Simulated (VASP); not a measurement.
# Ti11Sn13O48 (P1) in VASP: single point with HSE06

Aim: the single point of Ti11Sn13O48 with HSE06.

Everything below comes from runs of VASP 6.6.1. Logs are shortened: lines on timing, memory, paths and dates and some standing lists are left out, and cuts for length are marked.

### Step 1. The cell of the first run

The typed cell holds 72 atoms: a = 9.399 Å, b = 9.407 Å, c = 9.254 Å, α = 90.00°, β = 90.00°, γ = 90.00°.

### Step 2. Single point, HSE06

POSCAR reads:

```
Ti11Sn13O48
1.0
    9.3993810000      0.0000000000      0.0000000000
    0.0000000000      9.4068690000      0.0000000000
    0.0000000000      0.0000000000      9.2535440000
Ti Sn O
11 13 48
Direct
    0.9948350000      0.0041500000      0.0027820000
    0.0025760000      0.9940340000      0.3286490000
    0.0048640000      0.5005910000      0.0041660000
    0.5067850000      0.9942660000      0.3434600000
    0.5089890000      0.0003860000      0.6659640000
    0.2577130000      0.2351970000      0.1658670000
    0.2555620000      0.7589760000      0.4996940000
    0.7564550000      0.2531910000      0.8359770000
    0.7546550000      0.7558980000      0.1783350000
    0.7502540000      0.7459690000      0.5094300000
    0.7552770000      0.7515210000      0.8480330000
    0.9961390000      0.9966140000      0.6651140000
    0.0001010000      0.5028420000      0.3281560000
    0.9975830000      0.5049390000      0.6694200000
    0.5053410000      0.9969630000      0.0002910000
    0.5035880000      0.5002690000      0.9981430000
    0.4992780000      0.5034960000      0.3323620000
    0.5011220000      0.5019850000      0.6653610000
    0.2492030000      0.2460320000      0.4945320000
    0.2491200000      0.2470480000      0.8366150000
    0.2477310000      0.7528610000      0.1692060000
    0.2469460000      0.7539680000      0.8297830000
    0.7520550000      0.2479110000      0.1634880000
    0.7492450000      0.2437300000      0.5012020000
    0.1505990000      0.1463750000      0.0094770000
    0.1485680000      0.1485580000      0.3215010000
    0.1481070000      0.1512500000      0.6656760000
    0.1480080000      0.6506310000      0.9999960000
    0.1546340000      0.6553290000      0.3414770000
    0.1503010000      0.6612150000      0.6551420000
    0.6531510000      0.1543000000      0.9908620000
    0.6476030000      0.1460990000      0.3307030000
    0.6547810000      0.1450730000      0.6752380000
    0.6561300000      0.6618410000      0.9985580000
    0.6589890000      0.6599290000      0.3338490000
    0.6586020000      0.6565990000      0.6636740000
    0.3504870000      0.3393090000      0.0096120000
    0.3418700000      0.3471120000      0.3214640000
    0.3444620000      0.3480130000      0.6653040000
    0.3485030000      0.8485060000      0.9998450000
    0.3523630000      0.8502140000      0.3406480000
    0.3495580000      0.8504660000      0.6556500000
    0.8478400000      0.3504510000      0.9894640000
    0.8464840000      0.3481310000      0.3325080000
    0.8458340000      0.3441240000      0.6746000000
    0.8430780000      0.8531850000      0.0001610000
    0.8508920000      0.8460320000      0.3306420000
    0.8447350000      0.8425690000      0.6648050000
    0.0944760000      0.4010760000      0.1532230000
    0.0927330000      0.4003170000      0.4992760000
    0.0969580000      0.4075150000      0.8422210000
    0.0902430000      0.9047340000      0.1651520000
    0.1019210000      0.9053440000      0.4872950000
    0.0933850000      0.9066910000      0.8419260000
    0.6023760000      0.4048630000      0.1665390000
    0.5955490000      0.3982960000      0.4982160000
    0.6019590000      0.3980090000      0.8309950000
    0.6020160000      0.9013690000      0.1761110000
    0.6006100000      0.9040750000      0.4999210000
    0.5997740000      0.8971740000      0.8230240000
    0.4008000000      0.0936110000      0.1751210000
    0.4114680000      0.0937490000      0.4997090000
    0.4033780000      0.0897880000      0.8234920000
    0.4036210000      0.6018040000      0.1643790000
    0.3995050000      0.6041660000      0.4990140000
    0.3991020000      0.5975640000      0.8325270000
    0.9048530000      0.0919800000      0.1651590000
    0.9043170000      0.0926760000      0.4886080000
    0.9024160000      0.1004110000      0.8427580000
    0.8988090000      0.6037770000      0.1566090000
    0.8945040000      0.6012710000      0.4984250000
    0.9003440000      0.6052900000      0.8407810000
```

INCAR.step1 reads:

```
ALGO = Normal
EDIFF = 1E-5
ENCUT = 520
GGA = PE
ISIF = 2
ISMEAR = -1
LASPH = True
LCHARG = False
LREAL = Auto
LUSENCCL = False
LWAVE = True
NBANDS = 343
NELM = 60
PREC = Accurate
SIGMA = 0.05
```

INCAR.step2 reads:

```
ALGO = Normal
EDIFF = 1E-6
ENCUT = 520
GGA = PE
HFSCREEN = 0.2079
ISIF = 2
ISMEAR = -1
ISTART = 1
LASPH = True
LCHARG = False
LHFCALC = True
LREAL = Auto
LUSENCCL = False
LWAVE = False
NBANDS = 343
NELM = 60
PREC = Accurate
PRECFOCK = Fast
SIGMA = 0.05
```

KPOINTS reads:

```
k-points
0
Gamma
  1 1 1
```

Potentials or basis: VASP PAW PBE potentials, release 64 (Ti_sv, Sn_d, O).

Command:

```console
$ cat potpaw_PBE.64/Ti_sv/POTCAR potpaw_PBE.64/Sn_d/POTCAR potpaw_PBE.64/O/POTCAR > POTCAR
$ cp INCAR.step1 INCAR
$ mpirun -np 1 vasp_gam > vasp.out
$ cp INCAR.step2 INCAR
$ mpirun -np 1 vasp_gam > vasp.out
```

OUTCAR:

```text
EDIFF = 1E-6
   ENCUT = 520
   GGA = PE
   HFSCREEN = 0.2079
   ISIF = 2
   ISMEAR = -1
   ISTART = 1
   LASPH = True
   LHFCALC = True
   LREAL = Auto
   NELM = 60
   PREC = Accurate
   PRECFOCK = Fast

 ion  position               nearest neighbor table
   1  0.995  0.004  0.003-  67 1.91  69 1.94  54 1.98  52 1.98  25 1.98  46 2.01  12 3.13
   2  0.003  0.994  0.329-  52 1.92  53 1.93  68 1.98  47 1.99  67 2.00  26 2.00  12 3.11
   3  0.005  0.501  0.004-  49 1.87  51 1.94  28 1.95  70 1.98  43 2.05  72 2.05  13 3.00  14 3.10

   4  0.507  0.994  0.343-  59 1.90  62 1.94  32 1.95  41 1.99  58 1.99  61 2.07  15 3.18
   5  0.509  0.000  0.666-  33 1.93  60 1.95  63 1.95  59 1.98  62 1.99  42 2.06  15 3.09
   6  0.258  0.235  0.166-  61 1.89  26 1.95  25 1.95  38 1.95  37 1.95  49 2.19  19 3.04  20 3.05
[... 80 lines left out ...]
  71  0.895  0.601  0.498-  10 1.92  14 2.06  13 2.08
  72  0.900  0.605  0.841-  11 1.94   3 2.05  14 2.06

  LATTYP: Found a simple orthorhombic cell.
 ALAT       =     9.2535440000
 B/A-ratio  =     1.0157601239
 C/A-ratio  =     1.0165693274

  Lattice vectors:

 A1 = (   0.0000000000,   0.0000000000,   9.2535440000)
 A2 = (   9.3993810000,   0.0000000000,   0.0000000000)
 A3 = (   0.0000000000,   9.4068690000,   0.0000000000)

Analysis of symmetry for initial positions (statically):
=====================================================================
 Subroutine PRICEL returns:
 Original cell was already a primitive cell.

 Routine SETGRP: Setting up the symmetry group for a
 simple orthorhombic supercell.

 Subroutine GETGRP returns: Found  1 space group operations
 (whereof  1 operations were pure point group operations)
 out of a pool of  8 trial point group operations.

The static configuration has the point symmetry C_1 .

Analysis of symmetry for dynamics (positions and initial velocities):
=====================================================================
 Subroutine PRICEL returns:
 Original cell was already a primitive cell.

 Routine SETGRP: Setting up the symmetry group for a
 simple orthorhombic supercell.

 Subroutine GETGRP returns: Found  1 space group operations
 (whereof  1 operations were pure point group operations)
 out of a pool of  8 trial point group operations.

The dynamic configuration has the point symmetry C_1 .

[... 224 lines left out ...]
   PSTRESS=    0.0 pullay stress
   NELECT =     602.0000    total number of electrons
   NUPDOWN=      -1.0000    fix difference up-down
   EMIN   =  10.00;   EMAX   =-10.00  energy-range for DOS
   EFERMI =   0.00;   METHOD = LEGACY
   ISMEAR =    -1;   SIGMA  =   0.05  broadening in eV -4-tet -1-fermi 0-gaus
   EFERMI_NEDOS =   21; number of points for ismear=-14 and -15
   IALGO  =     38    algorithm
   IMIX   =      1    mixing-type and parameters
     AMIX     =   0.40;   BMIX     =  1.00
     AMIX_MAG =   1.60;   BMIX_MAG =  1.00
  volume/ion in A,a.u.               =      11.36        76.69
  Fermi-wavevector in a.u.,A,eV,Ry     =   1.477938  2.792898 29.719211  2.184300
  Thomas-Fermi vector in A             =   2.592280
   LORBIT       =      0    0 simple, 1 ext, 2 COOP (PROOUT), +10 PAW based schemes
   GGA     = PE    functional components
   LHFCALC =     T    Hartree Fock is set to
   PRECFOCK=fast      Normal, Fast or Accurate (Low or Medium for compatibility)
   ENCUT4O =  -1.0   cutoff for four orbital integrals eV
   NKREDX  =     1    reduce k-point grid by
   NKREDY  =     1    reduce k-point grid by
   NKREDZ  =     1    reduce k-point grid by
   AEXX    =    0.2500 exact exchange contribution
   HFSCREEN=    0.2079 screening length (either q_TF or 0.3 A-1)
   HFSCREENC=   0.2079 screening length for correlation (either q_TF or 0.3 A-1)
   ENCUTFOCK=  -1.0 apply spherical cutoff to Coloumb kernel
   IVDW    =     0    specifies the selected vdW correction
   LEPSILON=     F    determine dielectric tensor
   LRPA    =     F    only Hartree local field effects (RPA)
 non-spin polarized calculation
  energy-cutoff  :      520.00
  volume of cell :      818.19
 maximum number of plane-waves:     11022
 NGX is ok and might be reduce to    70
  NGX = 36; NGY = 36; NGZ = 36

 number of electron     601.9999959 magnetization

 Free energy of the ion-electron system (eV)
  ---------------------------------------------------
  ext. energy  EPLUGINS =         0.00000000
  ---------------------------------------------------
  free energy    TOTEN  =      -670.41121095 eV

  energy without entropy =     -670.41121095  energy(sigma->0) =     -670.41121095

 E-fermi :   5.5662     XC(G=0):  -9.2337

 val. band max:        4.3595021288   @ k =   0.0000   0.0000   0.0000
 cond. band min:       8.1976113088   @ k =   0.0000   0.0000   0.0000
 fundamental gap:      3.8381091800
 Fermi energy:         5.5661839951

 k-point     1 :       0.0000    0.0000    0.0000
  band No.  band energies     occupation
      1     -56.8684      2.00000
      2     -56.8409      2.00000
      3     -56.8145      2.00000
      4     -56.7830      2.00000
      5     -56.7674      2.00000
      6     -56.7599      2.00000
[... 305 lines left out ...]
    312       8.7855      0.00000
    313       8.8239      0.00000
 [bands above 313 left out]

------------------------ aborting loop because EDIFF is reached ----------------------------------------

  FORCE on cell =-STRESS in cart. coord.  units (eV):
  Direction    XX          YY          ZZ          XY          YZ          ZX
  --------------------------------------------------------------------------------------
  -------------------------------------------------------------------------------------
  Total      -11.1750587    -11.2040590     -3.8953180      0.2062597     -0.1916947     -0.0273672
  in kB      -21.8830549    -21.9398435     -7.6278310      0.4038988     -0.3753776     -0.0535905
  external PRESSURE =     -17.1502431 kB  Pullay stress =       0.0000000 kB

 VOLUME and BASIS-vectors are now :
 -----------------------------------------------------------------------------
  energy-cutoff  :      520.00
  volume of cell :      818.19
      direct lattice vectors                 reciprocal lattice vectors
     9.399381000  0.000000000  0.000000000     0.106389985  0.000000000  0.000000000
     0.000000000  9.406869000  0.000000000     0.000000000  0.106305297  0.000000000
     0.000000000  0.000000000  9.253544000     0.000000000  0.000000000  0.108066704

 POSITION                                       TOTAL-FORCE (eV/Angst)
 -----------------------------------------------------------------------------------
      9.35083      0.03904      0.02574         0.014092      0.114187      0.020483
      0.02421      9.35075      3.04117         0.118265     -0.014402      0.013536
      0.04572      4.70899      0.03855         0.133187     -0.054379      0.047716
      4.76347      9.35293      3.17822         0.032714      0.035596     -0.044254
      4.78418      0.00363      6.16253         0.065294     -0.046088      0.095648
      2.42234      2.21247      1.53486         0.038624      0.028332      0.082841
[... 64 lines left out ...]
      8.40778      5.65608      4.61220         0.030062     -0.038257      0.034986
      8.46268      5.69388      7.78020         0.034443     -0.020540     -0.224460
 -----------------------------------------------------------------------------------
    total drift:                               -0.030559      0.009805      0.006444

  FREE ENERGIE OF THE ION-ELECTRON SYSTEM (eV)
  ---------------------------------------------------
  free  energy   TOTEN  =      -670.4112109535 eV

  energy  without entropy=     -670.4112109534  energy(sigma->0) =     -670.41121095
```

It took 8.9 min on 1 × NVIDIA H100 80GB with 1 thread of AMD EPYC 7R13 (Zen 3), shared host; peak memory 1.6 GiB.

Results:

- Free energy: -670.4112 eV
- Pressure: -1.7 GPa
- Largest force: 0.376 eV/Å
- Band gap on the k mesh: 3.84 eV

Forces on the atoms (eV/Å):
```
Ti   0.014  0.114  0.020
Ti   0.118 -0.014  0.014
Ti   0.133 -0.054  0.048
Ti   0.033  0.036 -0.044
Ti   0.065 -0.046  0.096
Ti   0.039  0.028  0.083
Ti   0.105 -0.006 -0.018
Ti   0.010  0.127 -0.003
Ti   0.006 -0.003  0.112
Ti   0.065 -0.107  0.150
Ti   0.079 -0.095  0.098
Sn   0.041  0.047 -0.006
Sn  -0.019 -0.030  0.082
Sn   0.004 -0.027 -0.008
Sn  -0.023 -0.052 -0.025
Sn  -0.030  0.013  0.062
Sn  -0.009 -0.041 -0.045
Sn  -0.050 -0.068 -0.001
Sn  -0.045  0.070  0.022
Sn  -0.015  0.018 -0.042
Sn   0.068 -0.071 -0.028
Sn   0.059 -0.040  0.046
Sn  -0.072  0.058  0.014
Sn  -0.019  0.061 -0.061
O    0.120  0.037 -0.246
O    0.103  0.073  0.205
O   -0.014 -0.036  0.006
O    0.049  0.054 -0.028
O    0.035  0.050 -0.272
O    0.022  0.048  0.265
O    0.021  0.003  0.251
O    0.083  0.081  0.062
O    0.057  0.055 -0.238
O   -0.010  0.032 -0.105
O    0.028 -0.005 -0.033
O   -0.016 -0.013 -0.094
O   -0.064 -0.144 -0.241
O   -0.096 -0.119  0.209
O   -0.003 -0.031  0.011
O   -0.012 -0.003  0.031
O   -0.124 -0.107 -0.127
O   -0.172 -0.074  0.217
O   -0.146 -0.146  0.116
O   -0.024 -0.054 -0.044
O   -0.037 -0.097 -0.175
O   -0.050 -0.033 -0.075
O   -0.023 -0.022 -0.083
O    0.107  0.105 -0.058
O   -0.213  0.256  0.175
O   -0.017  0.024  0.015
O   -0.043  0.076 -0.214
O   -0.002 -0.025 -0.001
O   -0.106  0.037  0.114
O    0.007 -0.044 -0.201
O   -0.003  0.030 -0.035
O   -0.029  0.073  0.027
O   -0.047  0.078  0.046
O   -0.072  0.030 -0.175
O   -0.076  0.137 -0.017
O   -0.134  0.085  0.112
O    0.012  0.035 -0.228
O    0.022 -0.011 -0.002
O   -0.015  0.034  0.151
O    0.042 -0.004  0.037
O    0.065 -0.066 -0.041
O    0.076 -0.038 -0.026
O   -0.031 -0.028 -0.023
O   -0.042  0.026  0.203
O    0.056 -0.091 -0.089
O    0.098 -0.126  0.241
O    0.030 -0.038  0.035
O    0.034 -0.021 -0.224
```

Stress tensor (GPa, compression positive):
```
-2.19  0.04 -0.01
 0.04 -2.19 -0.04
-0.01 -0.04 -0.76
```

Levels at points of the mesh, in eV from the valence-band top:
```csv
k point,band 299,band 300,band 301,band 302,band 303,band 304
"(0.00, 0.00, 0.00)",-0.63,-0.59,0.00,3.84,3.89,3.95
```

Caveat: the k points lie up to 0.68 Å⁻¹ apart; the PAW data sets were made with another functional, which shifts forces and pressure a little; spin-orbit coupling is left out, which moves the levels of the heavy elements. A k mesh can miss the band edges.
